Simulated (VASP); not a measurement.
A run of VASP 6.6.1:

Contents of INCAR:

```
SYSTEM = Sb2Pt
ALGO     = Normal         ! electronic algorithm
EDIFF    = 1E-6           ! SCF threshold, eV
ENCUT    = 520            ! plane-wave cutoff, eV
GGA      = PE             ! functional
ISIF     = 2              ! what is computed and relaxed
ISMEAR   = -1             ! smearing method
LASPH    = .TRUE.         ! aspherical terms in the spheres
LCHARG   = .FALSE.        ! write CHGCAR
LREAL    = .FALSE.        ! projectors in reciprocal space
LWAVE    = .FALSE.        ! write WAVECAR
NBANDS   = 52             ! bands
NELM     = 60             ! most SCF steps
PREC     = Accurate       ! precision mode
SIGMA    = 0.05           ! smearing width, eV
```

The input KPOINTS:

```
k-points
0
G
  5 5 5
  0 0 0
```

File POSCAR:

```
Sb2Pt
1.0
    6.4200000000      0.0000000000      0.0000000000
    0.0000000000      6.4200000000      0.0000000000
    0.0000000000      0.0000000000      6.4200000000
Sb Pt
8 4
Direct
    0.3743638112      0.3743638112      0.3743638112
    0.1256361888      0.6256361888      0.8743638112
    0.8743638112      0.1256361888      0.6256361888
    0.6256361888      0.8743638112      0.1256361888
    0.6256361888      0.6256361888      0.6256361888
    0.8743638112      0.3743638112      0.1256361888
    0.1256361888      0.8743638112      0.3743638112
    0.3743638112      0.1256361888      0.8743638112
    0.0000000000      0.0000000000      0.0000000000
    0.5000000000      0.0000000000      0.5000000000
    0.5000000000      0.5000000000      0.0000000000
    0.0000000000      0.5000000000      0.5000000000
```

Potentials or basis: VASP PAW PBE potentials, release 64 (Sb, Pt).

Launch:

```console
$ cat potpaw_PBE.64/Sb/POTCAR potpaw_PBE.64/Pt/POTCAR > POTCAR
$ mpirun -np 1 vasp_std > vasp.out
```

Hardware: 1 thread of Intel(R) Xeon(R) 6975P-C (Granite Rapids) (shared host).

How long does it take, and how much memory?

Wall time 84 s on 1 thread of Intel(R) Xeon(R) 6975P-C (Granite Rapids) (shared host), peak memory 0.39 GiB. Counts: scf iterations 13, k points 11.
